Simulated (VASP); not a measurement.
Crystal: Ti.

```
Ti
1.0
     0.00000    2.07060    2.03000
     2.07060    0.00000    2.03000
     2.07060    2.07060    0.00000
Ti
1
Cartesian
  0.0000 0.0000 0.0000
```

This cell differs from its parent crystal: equal xx and yy strain of +2 %.

Base run:

```yaml
Program: VASP 6.6.1
Functional: LDA
Potentials_or_basis: VASP PAW LDA potentials, release 64 (Ti_sv)
Cutoff: 520 eV
k_mesh: 15 × 15 × 15
Occupations: fermi-dirac, width 0.05 eV
Spin: no spin polarisation
```

Its results: band gap on the k mesh zero (bands 6 and 7 overlap by 1.10 eV); pressure -8.8 GPa.

The run is repeated on the same cell with these changes: cutoff from 520 eV to 400 eV; further incar settings from ALGO = Normal; EDIFF = 1e-07; NBANDS = 12 to ALGO = Normal; EDIFF = 1e-08; NBANDS = 12. What comes out?

Band gap on the k mesh zero (bands 6 and 7 overlap by 1.10 eV); pressure -9.5 GPa.

Caveats: the cell stands under tension.
